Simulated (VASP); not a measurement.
# Mo (Im-3m) in VASP: a series of runs

Runs on Mo. Level: r2SCAN. Tasks: single point.

Program: VASP 6.6.1. These are calculated values, not measurements. Logs are shortened: lines on timing, memory, paths and dates and some standing lists are left out, and cuts for length are marked.

**1. The cell of the first run**

Symmetry: Im-3m, No. 229, cubic system. Conventional cell: a = 3.153 Å, b = 3.153 Å, c = 3.153 Å, α = 90.00°, β = 90.00°, γ = 90.00°. Mo (site symmetry m-3m) has 14 Mo at 2.73 to 3.15 Å within 3.6 Å.

**2. Single point, r2SCAN**

Contents of POSCAR:

```
Mo
1.0
   -1.5764210372      1.5764210372      1.5764210372
    1.5764210372     -1.5764210372      1.5764210372
    1.5764210372      1.5764210372     -1.5764210372
Mo
1
Direct
    0.0000000000      0.0000000000      0.0000000000
```

Contents of INCAR.step1:

```
SYSTEM = Mo
ALGO = Normal
EDIFF = 1E-4
ENCUT = 520
GGA = PE
ISMEAR = 1
LASPH = .TRUE.
LCHARG = .FALSE.
LREAL = .FALSE.
LWAVE = .TRUE.
NBANDS = 13
NELM = 100
PREC = Accurate
SIGMA = 0.03
```

Contents of INCAR.step2:

```
SYSTEM = Mo
ALGO = Normal
EDIFF = 1E-7
ENCUT = 520
ISIF = 2
ISMEAR = 1
ISTART = 1
LASPH = .TRUE.
LCHARG = .TRUE.
LELF = .TRUE.
LMIXTAU = .TRUE.
LREAL = .FALSE.
LVHAR = .TRUE.
LWAVE = .FALSE.
METAGGA = R2SCAN
NBANDS = 13
NELM = 100
PREC = Accurate
SIGMA = 0.03
```

Contents of KPOINTS:

```
k-points
0
G
  14 14 14
  0 0 0
```

Potentials or basis: VASP PAW PBE potentials, release 64 (Mo_sv).

Started as:

```sh
> cat potpaw_PBE.64/Mo_sv/POTCAR > POTCAR
> cp INCAR.step1 INCAR
> mpirun -np 1 vasp_std > vasp.out
> cp INCAR.step2 INCAR
> mpirun -np 1 vasp_std > vasp.out
```

OUTCAR:

```text
SYSTEM = Mo
   EDIFF = 1E-7
   ENCUT = 520
   ISIF = 2
   ISMEAR = 1
   ISTART = 1
   LASPH = .TRUE.
   LREAL = .FALSE.
   METAGGA = R2SCAN
   NELM = 100
   PREC = Accurate

 ion  position               nearest neighbor table
   1  0.000  0.000  0.000-

  LATTYP: Found a body centered cubic cell.
 ALAT       =     3.1528420744

  Lattice vectors:

 A1 = (  -1.5764210372,   1.5764210372,   1.5764210372)
 A2 = (   1.5764210372,  -1.5764210372,   1.5764210372)
 A3 = (   1.5764210372,   1.5764210372,  -1.5764210372)

Analysis of symmetry for initial positions (statically):
=====================================================================
 Subroutine PRICEL returns:
 Original cell was already a primitive cell.

 Routine SETGRP: Setting up the symmetry group for a
 body centered cubic supercell.

 Subroutine GETGRP returns: Found 48 space group operations
 (whereof 48 operations were pure point group operations)
 out of a pool of 48 trial point group operations.

The static configuration has the point symmetry O_h .

Analysis of symmetry for dynamics (positions and initial velocities):
=====================================================================
 Subroutine PRICEL returns:
 Original cell was already a primitive cell.

 Routine SETGRP: Setting up the symmetry group for a
 body centered cubic supercell.

 Subroutine GETGRP returns: Found 48 space group operations
 (whereof 48 operations were pure point group operations)
 out of a pool of 48 trial point group operations.

The dynamic configuration has the point symmetry O_h .

 Subroutine INISYM returns: Found 48 space group operations
 (whereof 48 operations are pure point group operations),
 and found     1 'primitive' translations

----------------------------------------------------------------------------------------

                                     Primitive cell

  volume of cell :      15.6703

  direct lattice vectors                    reciprocal lattice vectors
    -1.576421037  1.576421037  1.576421037     0.000000000  0.317174148  0.317174148
     1.576421037 -1.576421037  1.576421037     0.317174148  0.000000000  0.317174148
     1.576421037  1.576421037 -1.576421037     0.317174148  0.317174148  0.000000000

  length of vectors
     2.730441331  2.730441331  2.730441331     0.448551982  0.448551982  0.448551982

  position of ions in fractional coordinates (direct lattice)
     0.000000000  0.000000000  0.000000000

  ion indices of the primitive-cell ions
   primitive index   ion index
[... 81 lines left out ...]
   POTIM  = 0.5000    time-step for ionic-motion
   TEBEG  =    0.0;   TEEND  =   0.0 temperature during run
   PSTRESS=    0.0 pullay stress
   NELECT =      14.0000    total number of electrons
   NUPDOWN=      -1.0000    fix difference up-down
   EMIN   =  10.00;   EMAX   =-10.00  energy-range for DOS
   EFERMI =   0.00;   METHOD = LEGACY
   ISMEAR =     1;   SIGMA  =   0.03  broadening in eV -4-tet -1-fermi 0-gaus
   EFERMI_NEDOS =   21; number of points for ismear=-14 and -15
   IALGO  =     38    algorithm
   IMIX   =      4    mixing-type and parameters
     AMIX     =   0.40;   BMIX     =  1.00
     AMIX_MAG =   1.60;   BMIX_MAG =  1.00
  volume/ion in A,a.u.               =      15.67       105.75
  Fermi-wavevector in a.u.,A,eV,Ry     =   1.576735  2.979597 33.825339  2.486092
  Thomas-Fermi vector in A             =   2.677523
   LORBIT       =      0    0 simple, 1 ext, 2 COOP (PROOUT), +10 PAW based schemes
   METAGGA = R2SCAN    functional components
   LHFCALC =     F    Hartree Fock is set to
   AEXX    =    0.0000 exact exchange contribution
   IVDW    =     0    specifies the selected vdW correction
   LEPSILON=     F    determine dielectric tensor
   LRPA    =     F    only Hartree local field effects (RPA)
 non-spin polarized calculation
 Methfessel and Paxton  Order N= 1 SIGMA  =   0.03
  energy-cutoff  :      520.00
  volume of cell :       15.67
 maximum number of plane-waves:       432
   NGX = 11   NGY = 11   NGZ = 11

 number of electron      14.0000002 magnetization

 Free energy of the ion-electron system (eV)
  ---------------------------------------------------
  ext. energy  EPLUGINS =         0.00000000
  ---------------------------------------------------
  free energy    TOTEN  =       -26.06496758 eV

  energy without entropy =      -26.06485160  energy(sigma->0) =      -26.06492892

 E-fermi :  12.5569     XC(G=0): -14.6253

 val. band max:       12.5530410814   @ k =  -0.2857   0.3571   0.1429
 cond. band min:      12.5594511651   @ k =  -0.4286  -0.4286   0.2857
 fundamental gap:      0.0064100837
 Fermi energy:        12.5569116437

 k-point     1 :       0.0000    0.0000    0.0000
  band No.  band energies     occupation
      1     -50.7377      2.00000
      2     -23.2136      2.00000
      3     -23.2136      2.00000
      4     -23.2136      2.00000
      5       4.8527      2.00000
      6      11.0815      2.00000
      7      11.0815      2.00000
      8      11.0816      2.00000
      9      14.4039      0.00000
     10      14.4039      0.00000
     11      28.0011      0.00000
     12      28.0011      0.00000
     13      28.0011      0.00000
[... 354 lines left out ...]
  band No.  band energies     occupation
      1     -50.4134      2.00000
      2     -24.3590      2.00000
      3     -24.1297      2.00000
      4     -23.3988      2.00000
      5       8.4311      2.00000
      6       9.6951      2.00000
      7      10.4764      2.00000
      8      14.5560      0.00000
      9      15.0608      0.00000
     10      22.2394      0.00000
     11      23.2583      0.00000
     12      24.4756      0.00000
     13      30.5956      0.00000

 [... further k-points ...]

------------------------ aborting loop because EDIFF is reached ----------------------------------------

  FORCE on cell =-STRESS in cart. coord.  units (eV):
  Direction    XX          YY          ZZ          XY          YZ          ZX
  --------------------------------------------------------------------------------------
  -------------------------------------------------------------------------------------
  Total        0.1227173      0.1227173      0.1227173     -0.0000000     -0.0000000      0.0000000
  in kB       12.5469913     12.5469913     12.5469913     -0.0000000     -0.0000000      0.0000000
  external PRESSURE =      12.5469913 kB  Pullay stress =       0.0000000 kB

 VOLUME and BASIS-vectors are now :
 -----------------------------------------------------------------------------
  energy-cutoff  :      520.00
  volume of cell :       15.67
      direct lattice vectors                 reciprocal lattice vectors
    -1.576421037  1.576421037  1.576421037     0.000000000  0.317174148  0.317174148
     1.576421037 -1.576421037  1.576421037     0.317174148  0.000000000  0.317174148
     1.576421037  1.576421037 -1.576421037     0.317174148  0.317174148  0.000000000

 POSITION                                       TOTAL-FORCE (eV/Angst)
 -----------------------------------------------------------------------------------
      0.00000      0.00000      0.00000        -0.000000     -0.000000      0.000000
 -----------------------------------------------------------------------------------
    total drift:                                0.000000     -0.000000      0.000000

  FREE ENERGIE OF THE ION-ELECTRON SYSTEM (eV)
  ---------------------------------------------------
  free  energy   TOTEN  =       -26.0649675799 eV

  energy  without entropy=      -26.0648515984  energy(sigma->0) =      -26.06492892
```

It took 44 s on 1 thread of Intel Xeon Platinum 8559C (Emerald Rapids), shared host; peak memory 0.14 GiB.

Results:

```yaml
Free_energy: -26.0650 eV
Pressure: 1.3 GPa
Band_gap_on_the_k_mesh: zero (bands 7 and 8 overlap by 5.54 eV)
```

Caveat: the PAW data sets were made with another functional, which shifts forces and pressure a little.

**3. Single point, r2SCAN**

POSCAR is that of step 2.

Contents of INCAR.step1:

```
PREC = Accurate
ENCUT = 520
ISMEAR = 1
SIGMA = 0.1
LREAL = False
LASPH = True
NELM = 60
NBANDS = 13
GGA = PE
ALGO = Normal
EDIFF = 1E-4
LWAVE = True
LCHARG = False
```

Contents of INCAR.step2:

```
PREC = Accurate
ENCUT = 520
EDIFF = 1E-6
ISMEAR = 1
SIGMA = 0.1
LREAL = False
LASPH = True
NELM = 60
ALGO = Normal
ISIF = 2
LWAVE = False
LCHARG = False
METAGGA = R2SCAN
LMIXTAU = True
NBANDS = 13
ISTART = 1
```

Contents of KPOINTS:

```
regular mesh
0
Gamma
  14 14 14
```

Potentials or basis: VASP PAW PBE potentials, release 64 (Mo_sv).

Started as:

```sh
> cat potpaw_PBE.64/Mo_sv/POTCAR > POTCAR
> cp INCAR.step1 INCAR
> mpirun -np 1 vasp_std > vasp.out
> cp INCAR.step2 INCAR
> mpirun -np 1 vasp_std > vasp.out
```

OUTCAR:

```text
PREC = Accurate
   ENCUT = 520
   EDIFF = 1E-6
   ISMEAR = 1
   LREAL = False
   LASPH = True
   NELM = 60
   ISIF = 2
   METAGGA = R2SCAN
   ISTART = 1

 ion  position               nearest neighbor table
   1  0.000  0.000  0.000-

  LATTYP: Found a body centered cubic cell.
 ALAT       =     3.1528420744

  Lattice vectors:

 A1 = (  -1.5764210372,   1.5764210372,   1.5764210372)
 A2 = (   1.5764210372,  -1.5764210372,   1.5764210372)
[... 563 lines left out ...]
     13      30.5956      0.00000

 [... further k-points ...]

------------------------ aborting loop because EDIFF is reached ----------------------------------------

  FORCE on cell =-STRESS in cart. coord.  units (eV):
  Direction    XX          YY          ZZ          XY          YZ          ZX
  --------------------------------------------------------------------------------------
  -------------------------------------------------------------------------------------
  Total        0.1260605      0.1260605      0.1260605     -0.0000000      0.0000000      0.0000000
  in kB       12.8888107     12.8888107     12.8888107     -0.0000000      0.0000000      0.0000000
  external PRESSURE =      12.8888107 kB  Pullay stress =       0.0000000 kB

 VOLUME and BASIS-vectors are now :
 -----------------------------------------------------------------------------
  energy-cutoff  :      520.00
  volume of cell :       15.67
      direct lattice vectors                 reciprocal lattice vectors
    -1.576421037  1.576421037  1.576421037     0.000000000  0.317174148  0.317174148
     1.576421037 -1.576421037  1.576421037     0.317174148  0.000000000  0.317174148
     1.576421037  1.576421037 -1.576421037     0.317174148  0.317174148  0.000000000

 POSITION                                       TOTAL-FORCE (eV/Angst)
 -----------------------------------------------------------------------------------
      0.00000      0.00000      0.00000         0.000000     -0.000000      0.000000
 -----------------------------------------------------------------------------------
    total drift:                                0.000000      0.000000      0.000000

  FREE ENERGIE OF THE ION-ELECTRON SYSTEM (eV)
  ---------------------------------------------------
  free  energy   TOTEN  =       -26.0652837580 eV

  energy  without entropy=      -26.0646854064  energy(sigma->0) =      -26.06508431
```

Run time: 33 s. Hardware: 1 thread of Intel Xeon Platinum 8559C (Emerald Rapids), shared host; peak memory 0.14 GiB.

What came out:

* Free energy: -26.0653 eV
* Pressure: 1.3 GPa
* Band gap on the k mesh: zero (bands 7 and 8 overlap by 5.54 eV)

Caveat: the PAW data sets were made with another functional, which shifts forces and pressure a little.
